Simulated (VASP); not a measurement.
A run of VASP 6.6.1 is set up as follows.

INCAR

```
SYSTEM = PdPt2Se6
PREC = Accurate
ENCUT = 520
EDIFF = 1E-7
ISMEAR = 0
SIGMA = 0.02
LREAL = .FALSE.
LASPH = .TRUE.
NELM = 100
ALGO = Normal
ISIF = 2
LWAVE = .FALSE.
LCHARG = .FALSE.
GGA = PE
NBANDS = 43
```

The input KPOINTS:

```
Automatic mesh
0
G
  12 12 2
  0 0 0
```

File POSCAR:

```
PdPt2Se6
1.0
    3.7500329252      0.0000000289      0.0000000000
   -1.8750164876      3.2476237638      0.0000000000
    0.0000000000      0.0000000000     18.8659000000
Pd Pt Se
1 2 6
Direct
    0.0000000000      0.0000000000      0.0000000000
    0.0000000000      0.0000000000      0.3290090000
    0.0000000000      0.0000000000      0.6709910000
    0.3333333333      0.6666666667      0.0690720000
    0.3333333333      0.6666666667      0.3983590000
    0.3333333333      0.6666666667      0.7402780000
    0.6666666667      0.3333333333      0.2597220000
    0.6666666667      0.3333333333      0.6016410000
    0.6666666667      0.3333333333      0.9309280000
```

Potentials or basis: VASP PAW PBE potentials, release 64 (Pd, Pt, Se).

Run with:

```bash
$ cat potpaw_PBE.64/Pd/POTCAR potpaw_PBE.64/Pt/POTCAR potpaw_PBE.64/Se/POTCAR > POTCAR
$ mpirun -np 1 vasp_std > vasp.out
```

(1) Predict the band gap on the k mesh.

(2) What does it give for the pressure?

## Answers

(1) 0.41 eV (least direct gap 0.74 eV).

(2) 0.0 GPa.

Caveat: spin-orbit coupling is left out, which moves the levels of the heavy elements; this functional lacks dispersion, which binds the layers, so the pressure and a relaxed spacing across them are unreliable.
